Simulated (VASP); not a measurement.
# MoS2 in VASP: density of states with PBE

Aim: the density of states of MoS2 with PBE.

Program: VASP 6.6.1. These are calculated values, not measurements. Logs are shortened: lines on timing, memory, paths and dates and some standing lists are left out, and cuts for length are marked.

## 1. The cell of the first run

The cell holds a slab with vacuum, 3 atoms: a = 3.185 Å, b = 3.185 Å, c = 17.335 Å, α = 90.00°, β = 90.00°, γ = 120.00°.

## 2. Density of states, PBE

The input, POSCAR:

```
MoS2
1.0
    3.1845626360      0.0000000000      0.0000000000
   -1.5922813180      2.7579121427      0.0000000000
    0.0000000000      0.0000000000     17.3346376728
Mo S
1 2
Direct
    0.0000000000      0.0000000000      0.0000000000
    0.3333333333      0.6666666667      0.0901545119
    0.3333333333      0.6666666667      0.9098454881
```

The input, INCAR.step1:

```
SYSTEM = MoS2
  ALGO = Normal
  EDIFF = 1E-7
  ENCUT = 520
  GGA = PE
  ISIF = 2
  ISMEAR = 0
  LASPH = .True.
  LCHARG = .True.
  LMAXMIX = 4
  LREAL = .False.
  LWAVE = .False.
  NBANDS = 20
  NELM = 60
  PREC = Accurate
  SIGMA = 0.02
```

The input, KPOINTS.step1:

```
k-points
0
Gamma
  12 12 2
  0 0 0
```

The input, INCAR.step2:

```
SYSTEM = MoS2
  ALGO = Normal
  EDIFF = 1E-7
  ENCUT = 520
  GGA = PE
  ICHARG = 11
  ISIF = 2
  ISMEAR = -5
  LASPH = .True.
  LCHARG = .False.
  LMAXMIX = 4
  LORBIT = 11
  LREAL = .False.
  LWAVE = .False.
  NEDOS = 2001
  NELM = 60
  PREC = Accurate
  SIGMA = 0.02
```

The input, KPOINTS.step2:

```
k-points
0
Gamma
  18 18 3
  0 0 0
```

Potentials or basis: VASP PAW PBE potentials, release 64 (Mo_sv, S).

Launch:

```sh
$ cat potpaw_PBE.64/Mo_sv/POTCAR potpaw_PBE.64/S/POTCAR > POTCAR
$ cp INCAR.step1 INCAR
$ cp KPOINTS.step1 KPOINTS
$ mpirun -np 1 vasp_std > vasp.out
$ cp INCAR.step2 INCAR
$ cp KPOINTS.step2 KPOINTS
$ mpirun -np 1 vasp_std > vasp.out
```

OUTCAR:

```text
SYSTEM = MoS2
   EDIFF = 1E-7
   ENCUT = 520
   GGA = PE
   ICHARG = 11
   ISIF = 2
   ISMEAR = -5
   LASPH = .True.
   LORBIT = 11
   LREAL = .False.
   NELM = 60
   PREC = Accurate

 ion  position               nearest neighbor table
   1  0.000  0.000  0.000-   2 2.41   3 2.41   2 2.41   3 2.41   2 2.41   3 2.41
   2  0.333  0.667  0.090-   1 2.41   1 2.41   1 2.41
   3  0.333  0.667  0.910-   1 2.41   1 2.41   1 2.41

  LATTYP: Found a hexagonal cell.
 ALAT       =     3.1845626360
 C/A-ratio  =     5.4433338747

  Lattice vectors:

 A1 = (   3.1845626360,   0.0000000000,   0.0000000000)
 A2 = (  -1.5922813180,   2.7579121427,   0.0000000000)
 A3 = (   0.0000000000,   0.0000000000,  17.3346376728)

Analysis of symmetry for initial positions (statically):
=====================================================================
 Subroutine PRICEL returns:
 Original cell was already a primitive cell.

 Routine SETGRP: Setting up the symmetry group for a
 hexagonal supercell.

 Subroutine GETGRP returns: Found 12 space group operations
 (whereof 12 operations were pure point group operations)
 out of a pool of 24 trial point group operations.

The static configuration has the point symmetry D_3h.

Analysis of symmetry for dynamics (positions and initial velocities):
=====================================================================
 Subroutine PRICEL returns:
 Original cell was already a primitive cell.

 Routine SETGRP: Setting up the symmetry group for a
 hexagonal supercell.

 Subroutine GETGRP returns: Found 12 space group operations
 (whereof 12 operations were pure point group operations)
 out of a pool of 24 trial point group operations.

The dynamic configuration has the point symmetry D_3h.

 Subroutine INISYM returns: Found 12 space group operations
 (whereof 12 operations are pure point group operations),
 and found     1 'primitive' translations

----------------------------------------------------------------------------------------

                                     Primitive cell

  volume of cell :     152.2457

  direct lattice vectors                    reciprocal lattice vectors
     3.184562636  0.000000000  0.000000000     0.314014863  0.181296566  0.000000000
    -1.592281318  2.757912143  0.000000000     0.000000000  0.362593131  0.000000000
     0.000000000  0.000000000 17.334637673     0.000000000  0.000000000  0.057687967

  length of vectors
     3.184562636  3.184562636 17.334637673     0.362593131  0.362593131  0.057687967

  position of ions in fractional coordinates (direct lattice)
     0.000000000  0.000000000  0.000000000
     0.333333333  0.666666667  0.090154512
     0.333333333  0.666666667  0.909845488

  ion indices of the primitive-cell ions
   primitive index   ion index
                 1           1
                 2           2
                 3           3

----------------------------------------------------------------------------------------

 KPOINTS: k-points

Automatic generation of k-mesh.
 Grid dimensions read from file:
 generate k-points for:   18   18    3

 Generating k-lattice:

  Cartesian coordinates                     Fractional coordinates (reciprocal lattice)
     0.017445270  0.010072031  0.000000000     0.055555556  0.000000000  0.000000000
     0.000000000  0.020144063  0.000000000     0.000000000  0.055555556  0.000000000
     0.000000000  0.000000000  0.019229322     0.000000000  0.000000000  0.333333333

  Length of vectors
     0.020144063  0.020144063  0.019229322

  Shift w.r.t. Gamma in fractional coordinates (k-lattice)
     0.000000000  0.000000000  0.000000000

 TETIRR: Found    828 inequivalent tetrahedra from     5832

 Subroutine IBZKPT returns following result:
 ===========================================

 Found     74 irreducible k-points:

 Following reciprocal coordinates:
            Coordinates               Weight
  0.000000  0.000000  0.000000      1.000000
  0.055556  0.000000  0.000000      6.000000
  0.111111  0.000000  0.000000      6.000000
  0.166667  0.000000  0.000000      6.000000
  0.222222 -0.000000  0.000000      6.000000
  0.277778  0.000000  0.000000      6.000000
[... 16 lines left out ...]
  0.333333  0.111111  0.000000     12.000000
  0.388889  0.111111  0.000000     12.000000
 [... further k-points ...]
   k-points           NKPTS =     74   k-points in BZ     NKDIM =     74   number of bands    NBANDS=     17
   number of dos      NEDOS =   2001   number of ions     NIONS =      3
   total plane-waves  NPLWV =  80640
   dimension x,y,z NGX =    24 NGY =   24 NGZ =  140
   dimension x,y,z NGXF=    48 NGYF=   48 NGZF=  280
   ions per type =               1   2
   NGX,Y,Z   is equivalent  to a cutoff of  12.53, 12.53, 13.43 a.u.
   NGXF,Y,Z  is equivalent  to a cutoff of  25.06, 25.06, 26.85 a.u.
 SYSTEM =  MoS2
   PREC   = accura    normal or accurate (medium, high low for compatibility)
   ISTART =      0    job   : 0-new  1-cont  2-samecut
   ICHARG =     11    charge: 1-file 2-atom 10-const
   ISPIN  =      1    spin polarized calculation?
   LNONCOLLINEAR =      F non collinear calculations
   LSORBIT =      F    spin-orbit coupling
   LASPH  =      T    aspherical Exc in radial PAW
   ENCUT  =  520.0 eV  38.22 Ry    6.18 a.u.   5.92  5.92 32.23*2*pi/ulx,y,z
   NELM   =     60;   NELMIN=  2; NELMDL=  0     # of ELM steps
   EDIFF  = 0.1E-06   stopping-criterion for ELM
   LREAL  =      F    real-space projection
   EDIFFG = 0.1E-05   stopping-criterion for IOM
   NSW    =      0    number of steps for IOM
   IBRION =     -1    ionic relax: 0-MD 1-quasi-New 2-CG
   NFREE  =      0    steps in history (QN), initial steepest desc. (CG)
   ISIF   =      2    stress and relaxation
   ISYM   =      2    0-nonsym 1-usesym 2-fastsym
   POTIM  = 0.5000    time-step for ionic-motion
   TEBEG  =    0.0;   TEEND  =   0.0 temperature during run
   PSTRESS=    0.0 pullay stress
   NELECT =      26.0000    total number of electrons
   NUPDOWN=      -1.0000    fix difference up-down
   EMIN   =  10.00;   EMAX   =-10.00  energy-range for DOS
   EFERMI =   0.00;   METHOD = LEGACY
   ISMEAR =    -5;   SIGMA  =   0.02  broadening in eV -4-tet -1-fermi 0-gaus
   EFERMI_NEDOS =   21; number of points for ismear=-14 and -15
   IALGO  =     38    algorithm
   IMIX   =      4    mixing-type and parameters
     AMIX     =   0.40;   BMIX     =  1.00
     AMIX_MAG =   1.60;   BMIX_MAG =  1.00
  volume/ion in A,a.u.               =      50.75       342.47
  Fermi-wavevector in a.u.,A,eV,Ry     =   0.908276  1.716392 11.224323  0.824964
  Thomas-Fermi vector in A             =   2.032182
   LORBIT       =     11    0 simple, 1 ext, 2 COOP (PROOUT), +10 PAW based schemes
   GGA     = PE    functional components
   LHFCALC =     F    Hartree Fock is set to
   AEXX    =    0.0000 exact exchange contribution
   IVDW    =     0    specifies the selected vdW correction
   LEPSILON=     F    determine dielectric tensor
   LRPA    =     F    only Hartree local field effects (RPA)
 non-spin polarized calculation
 Fermi weights with tetrahedron method with Bloechl corrections
  energy-cutoff  :      520.00
  volume of cell :      152.25
 maximum number of plane-waves:      4132
 NGX is ok and might be reduce to    24

 number of electron      25.9999998 magnetization

 Free energy of the ion-electron system (eV)
  ---------------------------------------------------
  ext. energy  EPLUGINS =         0.00000000
  ---------------------------------------------------
  free energy    TOTEN  =       -21.85283801 eV

  energy without entropy =      -21.85283801  energy(sigma->0) =      -21.85283801

 E-fermi :  -1.4080     XC(G=0):  -4.4046

 val. band max:       -1.4334643093   @ k =   0.0000   0.0000   0.0000
 cond. band min:       0.2357791009   @ k =   0.3333   0.3333   0.3333
 fundamental gap:      1.6692434102
 Fermi energy:        -1.4080367765

 k-point     1 :       0.0000    0.0000    0.0000
  band No.  band energies     occupation
      1     -62.2993      2.00000
      2     -36.4372      2.00000
      3     -36.2348      2.00000
      4     -36.2348      2.00000
      5     -15.4946      2.00000
      6     -14.1978      2.00000
[... 9 lines left out ...]
     16       1.5730      0.00000
     17       1.5733      0.00000

 k-point     2 :       0.0556    0.0000    0.0000
  band No.  band energies     occupation
      1     -62.2982      2.00000
      2     -36.4349      2.00000
      3     -36.2462      2.00000
      4     -36.2374      2.00000
      5     -15.4490      2.00000
      6     -14.1790      2.00000
[... 9 lines left out ...]
     16       1.4386      0.00000
     17       1.5201      0.00000

 k-point     3 :       0.1111    0.0000    0.0000
  band No.  band energies     occupation
      1     -62.2950      2.00000
      2     -36.4286      2.00000
      3     -36.2789      2.00000
      4     -36.2449      2.00000
      5     -15.3151      2.00000
      6     -14.1238      2.00000
[... 9 lines left out ...]
     16       1.3785      0.00000
     17       1.6285      0.00000

 k-point     4 :       0.1667    0.0000    0.0000
  band No.  band energies     occupation
      1     -62.2900      2.00000
      2     -36.4188      2.00000
      3     -36.3287      2.00000
      4     -36.2563      2.00000
      5     -15.1025      2.00000
      6     -14.0362      2.00000
[... 9 lines left out ...]
     16       1.1905      0.00000
     17       1.9163      0.00000
[... 343 lines left out ...]
      1     -62.2699      2.00000
      2     -36.5110      2.00000
      3     -36.3786      2.00000
      4     -36.3202      2.00000
      5     -14.1066      2.00000
      6     -13.6283      2.00000
[... 9 lines left out ...]
     16       1.6964      0.00000
     17       2.8449      0.00000

 k-point    23 :       0.3333    0.1111    0.0000
  band No.  band energies     occupation
      1     -62.2652      2.00000
      2     -36.5525      2.00000
      3     -36.3693      2.00000
      4     -36.3346      2.00000
      5     -13.8349      2.00000
      6     -13.5196      2.00000
[... 9 lines left out ...]
     16       2.0027      0.00000
     17       2.8702      0.00000

 k-point    24 :       0.3889    0.1111    0.0000
  band No.  band energies     occupation
      1     -62.2622      2.00000
      2     -36.5794      2.00000
      3     -36.3632      2.00000
      4     -36.3440      2.00000
      5     -13.6446      2.00000
      6     -13.4447      2.00000
[... 9 lines left out ...]
     16       2.2624      0.00000
     17       2.7976      0.00000

 [... further k-points ...]
[... 5 lines left out ...]
  --------------------------------------------------------------------------------------
  -------------------------------------------------------------------------------------
  Total       -0.0345051     -0.0345051     -0.0728508      0.0000000      0.0000000      0.0000000
  in kB       -0.3631194     -0.3631194     -0.7666544      0.0000000      0.0000000      0.0000000
  external PRESSURE =      -0.4976310 kB  Pullay stress =       0.0000000 kB

 VOLUME and BASIS-vectors are now :
 -----------------------------------------------------------------------------
  energy-cutoff  :      520.00
  volume of cell :      152.25
      direct lattice vectors                 reciprocal lattice vectors
     3.184562636  0.000000000  0.000000000     0.314014863  0.181296566  0.000000000
    -1.592281318  2.757912143  0.000000000     0.000000000  0.362593131  0.000000000
     0.000000000  0.000000000 17.334637673     0.000000000  0.000000000  0.057687967

 POSITION                                       TOTAL-FORCE (eV/Angst)
 -----------------------------------------------------------------------------------
      0.00000      0.00000      0.00000        -0.000000      0.000000      0.000000
     -0.00000      1.83861      1.56280         0.000000     -0.000000     -0.012698
     -0.00000      1.83861     15.77184         0.000000     -0.000000      0.012698
 -----------------------------------------------------------------------------------
    total drift:                                0.000098     -0.000056     -0.000000

  FREE ENERGIE OF THE ION-ELECTRON SYSTEM (eV)
  ---------------------------------------------------
  free  energy   TOTEN  =       -21.8528380116 eV

  energy  without entropy=      -21.8528380116  energy(sigma->0) =      -21.85283801

 total charge

# of ion       s       p       d       tot
------------------------------------------
    1        2.288   6.216   3.928  12.432
    2        1.363   2.337   0.000   3.700
    3        1.363   2.337   0.000   3.700
--------------------------------------------------
tot          5.014  10.890   3.928  19.832
```

Run time: 2 min. Hardware: 1 thread of Intel Xeon 6975P-C (Granite Rapids), shared host; peak memory 0.37 GiB.

What came out:

* Valence electrons inside the program's atomic spheres: Mo 12.43; S 3.70

Levels at points of the mesh, in eV from the valence-band top:
| k point | band 11 | band 12 | band 13 | band 14 | band 15 | band 16 |
| --- | --- | --- | --- | --- | --- | --- |
| (0.00, 0.00, 0.00) | -1.50 | -1.50 | 0.00 | 2.76 | 2.76 | 3.01 |
| (0.50, 0.00, 0.00) | -1.87 | -0.97 | -0.62 | 2.24 | 2.75 | 3.88 |
